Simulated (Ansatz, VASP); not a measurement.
# HgTe: VASP beside Ansatz

INCAR

```
SYSTEM = HgTe
PREC = Accurate
ENCUT = 400
EDIFF = 1E-6
ISMEAR = 0
SIGMA = 0.1
LREAL = .FALSE.
LASPH = .TRUE.
NELM = 120
ALGO = Normal
ISIF = 2
LWAVE = .FALSE.
LCHARG = .FALSE.
LDIPOL = .TRUE.
IDIPOL = 3
DIPOL = 0.5 0.5 0.500
GGA = PE
IVDW = 13
NBANDS = 26
GGA_COMPAT = .FALSE.
NELMDL = -8
```

KPOINTS

```
Automatic mesh
0
G
  4 4 1
  0 0 0
```

POSCAR

```
HgTe
1.0
    4.5459894962      0.0000000000      0.0000000000
    2.2729947481      3.9369423891      0.0000000000
    0.0000000000      0.0000000000     18.4956235411
Hg Te
2 2
Direct
    0.0000000000      0.0000000000      0.3244010664
    0.6666666667      0.6666666667      0.5250855619
    0.0000000000      1.0000000000      0.4749144381
    0.6666666667      0.6666666667      0.6755989336
```

Input for Ansatz:

```yaml
crystal:
  lattice:
    - [4.545989496248314, 0.0, 0.0]
    - [2.272994748124157, 3.936942389088263, 0.0]
    - [0.0, 0.0, 18.49562354108518]
  atoms:
    - { symbol: Hg, position: [0.0, 0.0, 0.3244010663750764] }
    - { symbol: Te, position: [4.058649235276829e-16, 0.9999999999999998, 0.47491443805358236] }
    - { symbol: Hg, position: [0.6666666666666667, 0.6666666666666665, 0.5250855619464176] }
    - { symbol: Te, position: [0.6666666666666669, 0.6666666666666663, 0.6755989336249235] }
kpoints:
  mp_grid:
    grid: [4, 4, 1]
hamiltonian:
  xc: pbe
  dispersion: d4
efield:
  axis: 3
  dipole_correction: true
scf:
  convergence:
    dr2_threshold: 1.0e-07
  occupations:
    method: gaussian
    width: 0.1
output:
  write_potential: true
  forces: true
```

Alike in both runs: task single point; functional PBE; dispersion D4; k mesh 4 × 4 × 1; occupations gaussian, width 0.1 eV; no spin polarisation.

|  | VASP | Ansatz |
| --- | --- | --- |
| version | VASP 6.6.1 | Ansatz 0.2.0 |
| potentials or method | VASP PAW PBE potentials, release 64 (Hg, Te) | plane waves, PAW |
| plane-wave cutoff (eV) | 400 | 420 |
| valence electrons in the cell | 36 | 72 |

```csv
,VASP,Ansatz,Ansatz less VASP
gap on the k mesh at the Fermi level (eV),none,none,-
rms of the force components (eV/Å),0.412,0.407,-0.0054
```

A gap of «none» marks a metal or a gap that the smearing closes. VASP's potentials hold 36 valence electrons a cell and Ansatz's 72, so a difference there can come from the potentials and not from the codes. Ansatz's warnings: vacuum density over bound, xc potential rough in thin density.

The k mesh is coarse, so the values compare programs but aren't converged. Spin-orbit coupling is off throughout.
